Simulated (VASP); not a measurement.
# Zn (Fd-3m) in VASP: settings compared

Aim: see how the results for Zn move with the level of theory and the settings. Levels: PBE, HSE06. Tasks: single point, relaxation of cell and atoms.

Program: VASP 6.6.1. These are calculated values, not measurements. Logs are shortened: lines on timing, memory, paths and dates and some standing lists are left out, and cuts for length are marked.

## 1. The cell of the first run

Symmetry: Fd-3m, No. 227, cubic system. Conventional cell: a = 6.049 Å, b = 6.049 Å, c = 6.049 Å, α = 90.00°, β = 90.00°, γ = 90.00°. Within 3.5 Å of Zn (site symmetry -43m) lie 4 Zn at 2.62 Å.

## 2. Single point, PBE (volume scaled by 1.12)

File INCAR:

```
PREC = Accurate
ENCUT = 520
EDIFF = 1E-6
ISMEAR = -1
SIGMA = 0.1
LREAL = False
LASPH = True
NELM = 80
ALGO = Normal
ISIF = 2
LWAVE = False
LCHARG = False
GGA = PE
NBANDS = 19
```

File KPOINTS:

```
Automatic mesh
0
Gamma
  11 11 11
```

File POSCAR:

```
Zn
1.0
    0.0000000000      3.0245488527      3.0245488527
    3.0245488527      0.0000000000      3.0245488527
    3.0245488527      3.0245488527      0.0000000000
Zn
2
Direct
    0.1250000000      0.1250000000      0.1250000000
    0.8750000000      0.8750000000      0.8750000000
```

Potentials or basis: VASP PAW PBE potentials, release 64 (Zn).

Run with:

```bash
> cat potpaw_PBE.64/Zn/POTCAR > POTCAR
> mpirun -np 1 vasp_std > vasp.out
```

OUTCAR:

```text
PREC = Accurate
   ENCUT = 520
   EDIFF = 1E-6
   ISMEAR = -1
   LREAL = False
   LASPH = True
   NELM = 80
   ISIF = 2
   GGA = PE

 ion  position               nearest neighbor table
   1  0.125  0.125  0.125-   2 2.62   2 2.62   2 2.62   2 2.62
   2  0.875  0.875  0.875-   1 2.62   1 2.62   1 2.62   1 2.62

  LATTYP: Found a face centered cubic cell.
 ALAT       =     6.0490977054

  Lattice vectors:

 A1 = (   0.0000000000,   3.0245488527,   3.0245488527)
 A2 = (   3.0245488527,   0.0000000000,   3.0245488527)
 A3 = (   3.0245488527,   3.0245488527,   0.0000000000)

Analysis of symmetry for initial positions (statically):
=====================================================================
 Subroutine PRICEL returns:
 Original cell was already a primitive cell.

 Routine SETGRP: Setting up the symmetry group for a
 face centered cubic supercell.

 Subroutine GETGRP returns: Found 48 space group operations
 (whereof 12 operations were pure point group operations)
 out of a pool of 48 trial point group operations.

The static configuration has the point symmetry D_3d.
 The point group associated with its full space group is O_h .

Analysis of symmetry for dynamics (positions and initial velocities):
=====================================================================
 Subroutine PRICEL returns:
 Original cell was already a primitive cell.

 Routine SETGRP: Setting up the symmetry group for a
 face centered cubic supercell.

 Subroutine GETGRP returns: Found 48 space group operations
 (whereof 12 operations were pure point group operations)
 out of a pool of 48 trial point group operations.

The dynamic configuration has the point symmetry D_3d.
 The point group associated with its full space group is O_h .

 Subroutine INISYM returns: Found 48 space group operations
 (whereof 12 operations are pure point group operations),
 and found     1 'primitive' translations

----------------------------------------------------------------------------------------

                                     Primitive cell

  volume of cell :      55.3365

  direct lattice vectors                    reciprocal lattice vectors
     0.000000000  3.024548853  3.024548853    -0.165313911  0.165313911  0.165313911
     3.024548853  0.000000000  3.024548853     0.165313911 -0.165313911  0.165313911
     3.024548853  3.024548853  0.000000000     0.165313911  0.165313911 -0.165313911

  length of vectors
     4.277358008  4.277358008  4.277358008     0.286332093  0.286332093  0.286332093

  position of ions in fractional coordinates (direct lattice)
     0.125000000  0.125000000  0.125000000
[... 67 lines left out ...]
   NGXF,Y,Z  is equivalent  to a cutoff of  24.87, 24.87, 24.87 a.u.
 SYSTEM =  unknown system
   PREC   = accura    normal or accurate (medium, high low for compatibility)
   ISTART =      0    job   : 0-new  1-cont  2-samecut
   ICHARG =      2    charge: 1-file 2-atom 10-const
   ISPIN  =      1    spin polarized calculation?
   LNONCOLLINEAR =      F non collinear calculations
   LSORBIT =      F    spin-orbit coupling
   LASPH  =      T    aspherical Exc in radial PAW
   ENCUT  =  520.0 eV  38.22 Ry    6.18 a.u.   7.95  7.95  7.95*2*pi/ulx,y,z
   NELM   =     80;   NELMIN=  2; NELMDL= -5     # of ELM steps
   EDIFF  = 0.1E-05   stopping-criterion for ELM
   LREAL  =      F    real-space projection
   EDIFFG = 0.1E-04   stopping-criterion for IOM
   NSW    =      0    number of steps for IOM
   IBRION =     -1    ionic relax: 0-MD 1-quasi-New 2-CG
   NFREE  =      0    steps in history (QN), initial steepest desc. (CG)
   ISIF   =      2    stress and relaxation
   ISYM   =      2    0-nonsym 1-usesym 2-fastsym
   POTIM  = 0.5000    time-step for ionic-motion
   TEBEG  =    0.0;   TEEND  =   0.0 temperature during run
   PSTRESS=    0.0 pullay stress
   NELECT =      24.0000    total number of electrons
   NUPDOWN=      -1.0000    fix difference up-down
   EMIN   =  10.00;   EMAX   =-10.00  energy-range for DOS
   EFERMI =   0.00;   METHOD = LEGACY
   ISMEAR =    -1;   SIGMA  =   0.10  broadening in eV -4-tet -1-fermi 0-gaus
   EFERMI_NEDOS =   21; number of points for ismear=-14 and -15
   IALGO  =     38    algorithm
   IMIX   =      4    mixing-type and parameters
     AMIX     =   0.40;   BMIX     =  1.00
     AMIX_MAG =   1.60;   BMIX_MAG =  1.00
  volume/ion in A,a.u.               =      27.67       186.71
  Fermi-wavevector in a.u.,A,eV,Ry     =   1.239200  2.341748 20.893324  1.535616
  Thomas-Fermi vector in A             =   2.373693
   LORBIT       =      0    0 simple, 1 ext, 2 COOP (PROOUT), +10 PAW based schemes
   GGA     = PE    functional components
[... 5 lines left out ...]
 non-spin polarized calculation
  energy-cutoff  :      520.00
  volume of cell :       55.34
 maximum number of plane-waves:      1505
   NGX = 15   NGY = 15   NGZ = 15

 number of electron      24.0000023 magnetization

 Free energy of the ion-electron system (eV)
  ---------------------------------------------------
  ext. energy  EPLUGINS =         0.00000000
  ---------------------------------------------------
  free energy    TOTEN  =        -1.25472954 eV

  energy without entropy =       -1.21950548  energy(sigma->0) =       -1.23711751

 E-fermi :  -0.0841     XC(G=0):  -8.4453

 val. band max:       -0.0947847228   @ k =   0.3636   0.1818   0.0909
 cond. band min:      -0.0720184672   @ k =  -0.3636   0.4545   0.0909
 fundamental gap:      0.0227662555
 Fermi energy:        -0.0841419450

 k-point     1 :       0.0000    0.0000    0.0000
  band No.  band energies     occupation
      1      -7.4646      2.00000
      2      -7.4646      2.00000
      3      -7.4646      2.00000
      4      -7.4300      2.00000
      5      -7.4300      2.00000
      6      -7.1457      2.00000
[... 505 lines left out ...]
      6      -7.1619      2.00000
[... 11 lines left out ...]
     18       7.9733      0.00000
     19       9.3539      0.00000

 [... further k-points ...]
[... 5 lines left out ...]
  --------------------------------------------------------------------------------------
  -------------------------------------------------------------------------------------
  Total       -0.7174719     -0.7174719     -0.7174719     -0.0000000     -0.0000000      0.0000000
  in kB      -20.7732122    -20.7732122    -20.7732122     -0.0000000     -0.0000000      0.0000000
  external PRESSURE =     -20.7732122 kB  Pullay stress =       0.0000000 kB

 VOLUME and BASIS-vectors are now :
 -----------------------------------------------------------------------------
  energy-cutoff  :      520.00
  volume of cell :       55.34
      direct lattice vectors                 reciprocal lattice vectors
     0.000000000  3.024548853  3.024548853    -0.165313911  0.165313911  0.165313911
     3.024548853  0.000000000  3.024548853     0.165313911 -0.165313911  0.165313911
     3.024548853  3.024548853  0.000000000     0.165313911  0.165313911 -0.165313911

 POSITION                                       TOTAL-FORCE (eV/Angst)
 -----------------------------------------------------------------------------------
      0.75614      0.75614      0.75614         0.000000     -0.000000      0.000000
      5.29296      5.29296      5.29296        -0.000000      0.000000     -0.000000
 -----------------------------------------------------------------------------------
    total drift:                                0.000000      0.000000     -0.000000

  FREE ENERGIE OF THE ION-ELECTRON SYSTEM (eV)
  ---------------------------------------------------
  free  energy   TOTEN  =        -1.2547295433 eV

  energy  without entropy=       -1.2195054763  energy(sigma->0) =       -1.23711751
```

OSZICAR:

```text
N       E                     dE             d eps       ncg     rms          rms(c)
DAV:   1     0.114470675309E+03    0.11447E+03   -0.11967E+04  2128   0.161E+03
DAV:   2     0.477212010534E+01   -0.10970E+03   -0.10731E+03  2131   0.282E+02
DAV:   3    -0.128019345812E+01   -0.60523E+01   -0.60350E+01  2415   0.724E+01
DAV:   4    -0.132973367883E+01   -0.49540E-01   -0.49527E-01  2348   0.739E+00
DAV:   5    -0.132982339887E+01   -0.89720E-04   -0.89719E-04  2344   0.266E-01    0.180E+00
DAV:   6    -0.125663505473E+01    0.73188E-01   -0.36280E-01  2500   0.101E+01    0.142E+00
DAV:   7    -0.125516342613E+01    0.14716E-02   -0.12863E-02  2301   0.149E+00    0.711E-01
DAV:   8    -0.125464879273E+01    0.51463E-03   -0.27066E-03  2281   0.412E-01    0.364E-02
DAV:   9    -0.125472111358E+01   -0.72321E-04   -0.15065E-04  2363   0.942E-02    0.322E-02
DAV:  10    -0.125472984327E+01   -0.87297E-05   -0.20571E-05  2267   0.345E-02    0.292E-03
DAV:  11    -0.125472954327E+01    0.30000E-06   -0.39079E-07  1797   0.740E-03
   1 F= -.12547295E+01 E0= -.12371175E+01  d E =-.352241E-01
```

stdout:

```text
POSCAR found type information on POSCAR Zn
 POSCAR found :  1 types and       2 ions
 scaLAPACK will be used
 LDA part: xc-table for (Slater+PW92), standard interpolation
 POSCAR, INCAR and KPOINTS ok, starting setup
 FFT: planning ... GRIDC
 FFT: planning ... GRID_SOFT
 FFT: planning ... GRID
 WAVECAR not read
 entering main loop
```

Run time: 22 s. Hardware: 1 thread of AMD EPYC 9R45 (Zen 5), shared host; peak memory 0.16 GiB.

Results:

```yaml
Free_energy: -1.2547 eV
Pressure: -2.1 GPa
Band_gap_on_the_k_mesh: zero (band 12 reaches 4.59 eV, above the bottom of band 13 at -0.57 eV)
```

Levels at points of the mesh, in eV from the Fermi level:
| k point | band 9 | band 10 | band 11 | band 12 | band 13 | band 14 | band 15 | band 16 |
| --- | --- | --- | --- | --- | --- | --- | --- | --- |
| (0.00, 0.00, 0.00) | -6.90 | -6.75 | -6.75 | 4.67 | 4.67 | 4.67 | 5.82 | 6.17 |

Caveat: the cell differs from its parent crystal (volume scaled by 1.12).

## 3. Relaxation of cell and atoms, PBE

This run uses another cell than the first one, of 20.53 Å³/atom, 0.742 times its volume.

File INCAR:

```
SYSTEM = Zn
ALGO = Normal
EDIFF = 1E-7
EDIFFG = -0.01
ENCUT = 600
GGA = PE
IBRION = 2
ISIF = 3
ISMEAR = -1
LASPH = .TRUE.
LCHARG = .FALSE.
LREAL = .FALSE.
LWAVE = .FALSE.
NELM = 80
NSW = 80
PREC = Accurate
SIGMA = 0.1
```

File KPOINTS:

```
k-points
0
G
  10 10 10
  0 0 0
```

File POSCAR:

```
Zn
1.0
    0.0000000000      2.7383746181      2.7383746181
    2.7383746181      0.0000000000      2.7383746181
    2.7383746181      2.7383746181      0.0000000000
Zn
2
Direct
    0.1250000000      0.1250000000      0.1250000000
    0.8750000000      0.8750000000      0.8750000000
```

Potentials or basis: VASP PAW PBE potentials, release 64 (Zn).

Run with:

```bash
> cat potpaw_PBE.64/Zn/POTCAR > POTCAR
> mpirun -np 1 vasp_std > vasp.out
```

OUTCAR:

```text
SYSTEM = Zn
   EDIFF = 1E-7
   EDIFFG = -0.01
   ENCUT = 600
   GGA = PE
   IBRION = 2
   ISIF = 3
   ISMEAR = -1
   LASPH = .TRUE.
   LREAL = .FALSE.
   NELM = 80
   NSW = 80
   PREC = Accurate

 ion  position               nearest neighbor table
   1  0.125  0.125  0.125-   2 2.37   2 2.37   2 2.37   2 2.37
   2  0.875  0.875  0.875-   1 2.37   1 2.37   1 2.37   1 2.37

  LATTYP: Found a face centered cubic cell.
 ALAT       =     5.4767492362

  Lattice vectors:

 A1 = (   0.0000000000,   2.7383746181,   2.7383746181)
 A2 = (   2.7383746181,   0.0000000000,   2.7383746181)
 A3 = (   2.7383746181,   2.7383746181,   0.0000000000)

Analysis of symmetry for initial positions (statically):
=====================================================================
[... 286 lines left out ...]
  ext. energy  EPLUGINS =         0.00000000
  ---------------------------------------------------
  free energy    TOTEN  =        -1.29086741 eV

  energy without entropy =       -1.25584707  energy(sigma->0) =       -1.27335724

 E-fermi :   0.2384     XC(G=0):  -8.9055

 val. band max:        0.2328730531   @ k =  -0.3000   0.3000   0.1000
 cond. band min:       0.3129704647   @ k =  -0.3000   0.5000   0.2000
 fundamental gap:      0.0800974116
 Fermi energy:         0.2384063808

 k-point     1 :       0.0000    0.0000    0.0000
  band No.  band energies     occupation
      1      -7.2595      2.00000
      2      -7.2595      2.00000
      3      -7.2595      2.00000
      4      -7.2408      2.00000
      5      -7.2201      2.00000
      6      -7.2201      2.00000
[... 433 lines left out ...]
      3      -7.2751      2.00000
      4      -7.0873      2.00000
      5      -7.0113      2.00000
      6      -6.9300      2.00000
[... 8 lines left out ...]
     15       4.9512      0.00000
     16       5.9852      0.00000

 [... further k-points ...]
[... 5 lines left out ...]
  --------------------------------------------------------------------------------------
  -------------------------------------------------------------------------------------
  Total       -0.0122970     -0.0122970     -0.0122970     -0.0000000     -0.0000000      0.0000000
  in kB       -0.3955723     -0.3955723     -0.3955723     -0.0000000     -0.0000000      0.0000000
  external PRESSURE =      -0.3955723 kB  Pullay stress =       0.0000000 kB
[... 17 lines left out ...]
  FREE ENERGIE OF THE ION-ELECTRON SYSTEM (eV)
  ---------------------------------------------------
  free  energy   TOTEN  =        -1.2908674114 eV

  energy  without entropy=       -1.2558470744  energy(sigma->0) =       -1.27335724

 reached required accuracy - stopping structural energy minimisation
```

OSZICAR:

```text
N       E                     dE             d eps       ncg     rms          rms(c)
DAV:   1     0.104735130543E+03    0.10474E+03   -0.13696E+04  1504   0.233E+03
DAV:   2     0.234201357779E+01   -0.10239E+03   -0.10139E+03  1528   0.316E+02
DAV:   3    -0.126050778117E+01   -0.36025E+01   -0.35959E+01  1776   0.699E+01
[... 40 lines left out ...]
DAV:   4    -0.129086572846E+01    0.33842E-02   -0.85522E-04  2000   0.427E-01    0.267E-02
DAV:   5    -0.129086661593E+01   -0.88747E-06   -0.11350E-04  1704   0.104E-01    0.904E-03
DAV:   6    -0.129086647477E+01    0.14116E-06   -0.92188E-06  1704   0.275E-02    0.438E-03
DAV:   7    -0.129086732926E+01   -0.85449E-06   -0.30621E-06  1736   0.284E-02    0.179E-03
DAV:   8    -0.129086741142E+01   -0.82166E-07   -0.18790E-07  1240   0.705E-03
   4 F= -.12908674E+01 E0= -.12733572E+01  d E =-.176185E+00
```

Run time: 72 s. Hardware: 1 thread of AMD EPYC 9R45 (Zen 5), shared host; peak memory 0.16 GiB.

What came out:

```
Free energy                            : -1.2909 eV
Relaxed volume                         : 24.90 Å³/atom
Relaxed cell                           : a = 4.130 Å, b = 4.130 Å, c = 4.130 Å, α = 60.00°, β = 60.00°, γ = 60.00°
Space group after relaxing (to 0.05 Å) : Fd-3m (No. 227)
Energy gained by relaxing              : 88.1 meV/atom
Ionic steps                            : 4
Pressure after relaxing                : 0.0 GPa
Band gap on the k mesh                 : zero (band 12 reaches 5.39 eV, above the bottom of band 13 at -0.33 eV)
```

The path:
| step | energy change (eV) | largest force (eV/Å) | pressure (GPa) | volume (Å³) |
| --- | --- | --- | --- | --- |
| 1 | 0.0000 | 0.0000 | 8.05 | 41.07 |
| 2 | -0.1678 | 0.0000 | 1.28 | 47.51 |
| 3 | -0.1750 | 0.0000 | -0.42 | 50.64 |
| 4 | -0.1762 | 0.0000 | -0.04 | 49.81 |

Final structure:
```
Zn
1.0
     0.00000    2.92023    2.92023
     2.92023    0.00000    2.92023
     2.92023    2.92023    0.00000
Zn
2
Direct
  0.12500 0.12500 0.12500
  0.87500 0.87500 0.87500
```

Caveat: the volume moved by over 15 % at a fixed basis, so the end points are rough.

## 4. Single point, PBE

This run uses another cell than the first one, of 24.70 Å³/atom, 0.893 times its volume.

File INCAR:

```
SYSTEM = Zn
ALGO = Normal ; EDIFF = 1E-6
ENCUT = 520 ; GGA = PE
ISIF = 2 ; ISMEAR = -1
LASPH = .True. ; LCHARG = .True.
LELF = .True. ; LREAL = .False.
LVHAR = .True. ; LWAVE = .False.
NBANDS = 19 ; NELM = 100
PREC = Accurate ; SIGMA = 0.1
```

File KPOINTS:

```
k-points
0
Gamma
  15 15 15
  0 0 0
```

File POSCAR:

```
Zn
1.0
    0.0000000000      2.9124239656      2.9124239656
    2.9124239656      0.0000000000      2.9124239656
    2.9124239656      2.9124239656      0.0000000000
Zn
2
Direct
    0.1250000000      0.1250000000      0.1250000000
    0.8750000000      0.8750000000      0.8750000000
```

Potentials or basis: VASP PAW PBE potentials, release 64 (Zn).

Run with:

```bash
> cat potpaw_PBE.64/Zn/POTCAR > POTCAR
> mpirun -np 1 vasp_std > vasp.out
```

OUTCAR:

```text
SYSTEM = Zn
   EDIFF = 1E-6
   ENCUT = 520
   GGA = PE
   ISIF = 2
   ISMEAR = -1
   LASPH = .True.
   LREAL = .False.
   NELM = 100
   PREC = Accurate

 ion  position               nearest neighbor table
   1  0.125  0.125  0.125-   2 2.52   2 2.52   2 2.52   2 2.52
   2  0.875  0.875  0.875-   1 2.52   1 2.52   1 2.52   1 2.52

  LATTYP: Found a face centered cubic cell.
 ALAT       =     5.8248479312

  Lattice vectors:

 A1 = (   0.0000000000,   2.9124239656,   2.9124239656)
 A2 = (   2.9124239656,   0.0000000000,   2.9124239656)
 A3 = (   2.9124239656,   2.9124239656,   0.0000000000)

Analysis of symmetry for initial positions (statically):
=====================================================================
 Subroutine PRICEL returns:
 Original cell was already a primitive cell.

 Routine SETGRP: Setting up the symmetry group for a
 face centered cubic supercell.

 Subroutine GETGRP returns: Found 48 space group operations
 (whereof 12 operations were pure point group operations)
 out of a pool of 48 trial point group operations.

The static configuration has the point symmetry D_3d.
 The point group associated with its full space group is O_h .

[... 154 lines left out ...]
  ext. energy  EPLUGINS =         0.00000000
  ---------------------------------------------------
  free energy    TOTEN  =        -1.29615294 eV

  energy without entropy =       -1.26588925  energy(sigma->0) =       -1.28102109

 E-fermi :   0.2703     XC(G=0):  -8.9417

 val. band max:        0.2664235522   @ k =  -0.4000   0.4000   0.1333
 cond. band min:       0.3256137282   @ k =  -0.4000   0.3333   0.1333
 fundamental gap:      0.0591901760
 Fermi energy:         0.2703380841

 k-point     1 :       0.0000    0.0000    0.0000
  band No.  band energies     occupation
      1      -7.2482      2.00000
      2      -7.2443      2.00000
      3      -7.2443      2.00000
      4      -7.2443      2.00000
      5      -7.2045      2.00000
      6      -7.2045      2.00000
[... 505 lines left out ...]
      6      -6.9709      2.00000
[... 11 lines left out ...]
     18       9.2085      0.00000
     19      10.9866      0.00000

 [... further k-points ...]
[... 5 lines left out ...]
  --------------------------------------------------------------------------------------
  -------------------------------------------------------------------------------------
  Total        0.0397184      0.0397184      0.0397184      0.0000000      0.0000000      0.0000000
  in kB        1.2879782      1.2879782      1.2879782      0.0000000      0.0000000      0.0000000
  external PRESSURE =       1.2879782 kB  Pullay stress =       0.0000000 kB

 VOLUME and BASIS-vectors are now :
 -----------------------------------------------------------------------------
  energy-cutoff  :      520.00
  volume of cell :       49.41
      direct lattice vectors                 reciprocal lattice vectors
     0.000000000  2.912423966  2.912423966    -0.171678302  0.171678302  0.171678302
     2.912423966  0.000000000  2.912423966     0.171678302 -0.171678302  0.171678302
     2.912423966  2.912423966  0.000000000     0.171678302  0.171678302 -0.171678302

 POSITION                                       TOTAL-FORCE (eV/Angst)
 -----------------------------------------------------------------------------------
      0.72811      0.72811      0.72811        -0.000000      0.000000      0.000000
      5.09674      5.09674      5.09674         0.000000     -0.000000     -0.000000
 -----------------------------------------------------------------------------------
    total drift:                                0.000000      0.000000     -0.000000

  FREE ENERGIE OF THE ION-ELECTRON SYSTEM (eV)
  ---------------------------------------------------
  free  energy   TOTEN  =        -1.2961529366 eV

  energy  without entropy=       -1.2658892469  energy(sigma->0) =       -1.28102109
```

It took 44 s on 1 thread of AMD EPYC 9R45 (Zen 5), shared host; peak memory 0.2 GiB.

Results:

| Quantity | Value |
| --- | --- |
| Free energy | -1.2962 eV |
| Pressure | 0.1 GPa |
| Band gap on the k mesh | zero (band 12 reaches 5.46 eV, above the bottom of band 13 at -0.38 eV) |

(Continued in part 2 of 2.)
